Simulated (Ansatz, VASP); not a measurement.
# One calculation of CuSn5, two programs

Contents of INCAR:

```
SYSTEM = CuSn5
ALGO = Normal ; EDIFF = 1E-6
ENCUT = 520 ; GGA = PE
ISIF = 2 ; ISMEAR = 0
LASPH = .True. ; LCHARG = .False.
LREAL = .False. ; LWAVE = .False.
NBANDS = 50 ; NELM = 60
PREC = Accurate ; SIGMA = 0.1
```

KPOINTS

```
k-points
0
Gamma
  6 6 1
  0 0 0
```

File POSCAR:

```
CuSn5
1.0
    3.2843294100      0.0000000000      0.0000000000
   -1.6421647100      2.8443127100      0.0000000000
    0.0000000000      0.0000000000     16.3925461200
Cu Sn
1 5
Direct
    0.6666666700      0.3333333300      0.0000000000
    0.3333333300      0.6666666700      0.8333333300
    0.3333333300      0.6666666700      0.1666666700
    0.3333333300      0.6666666700      0.5000000000
    0.6666666700      0.3333333300      0.3333333300
    0.6666666700      0.3333333300      0.6666666700
```

Input for Ansatz:

```yaml
crystal:
  lattice:
    - [3.28432941, 0.0, 0.0]
    - [-1.64216471, 2.84431271, 0.0]
    - [0.0, 0.0, 16.39254612]
  atoms:
    - { symbol: Cu, position: [0.66666667, 0.33333333, 0.0] }
    - { symbol: Sn, position: [0.33333333, 0.66666667, 0.83333333] }
    - { symbol: Sn, position: [0.33333333, 0.66666667, 0.16666667] }
    - { symbol: Sn, position: [0.33333333, 0.66666667, 0.5] }
    - { symbol: Sn, position: [0.66666667, 0.33333333, 0.33333333] }
    - { symbol: Sn, position: [0.66666667, 0.33333333, 0.66666667] }
basis:
  ecutwfc: 420
kpoints:
  mp_grid: { grid: [6, 6, 1] }
hamiltonian:
  xc: pbe
scf:
  occupations: { method: gaussian, width: 0.1 }
  lower_state_search: "off"
output:
  forces: true
  stress: true
  eigenvalues: true
```

Alike in both runs: task single point; functional PBE; k mesh 6 × 6 × 1; occupations gaussian, width 0.1 eV; no spin polarisation.

|  | VASP | Ansatz |
| --- | --- | --- |
| version | VASP 6.6.1 | Ansatz 0.2.0 |
| potentials or method | VASP PAW PBE potentials, release 64 (Cu, Sn_d), cutoff 520 eV | scalar-relativistic, plane waves, PAW |
| valence electrons in the cell | 81 | 89 |

Ansatz gave:

| Quantity | Value |
| --- | --- |
| gap on the k mesh at the Fermi level (eV) | none |
| pressure (GPa) | 0.9 |
| traceless stress, the component that is largest in VASP (GPa) | 1.24 |
| rms of the force components (eV/Å) | 0.445 |

Task: Which values does VASP return?

Result: gap on the k mesh at the Fermi level (eV): none; pressure (GPa): 0.5; traceless stress, the component that is largest in VASP (GPa): 1.23; rms of the force components (eV/Å): 0.444.

Atom by atom the forces differ by 0.001 eV/Å (rms over components). A gap of «none» marks a metal or a gap that the smearing closes. The functional is the same, so the differences come from potentials, cutoffs and numerics. VASP's potentials hold 81 valence electrons a cell and Ansatz's 89, so a difference there can come from the potentials and not from the codes.

The k mesh is coarse, so the values compare programs but aren't converged.
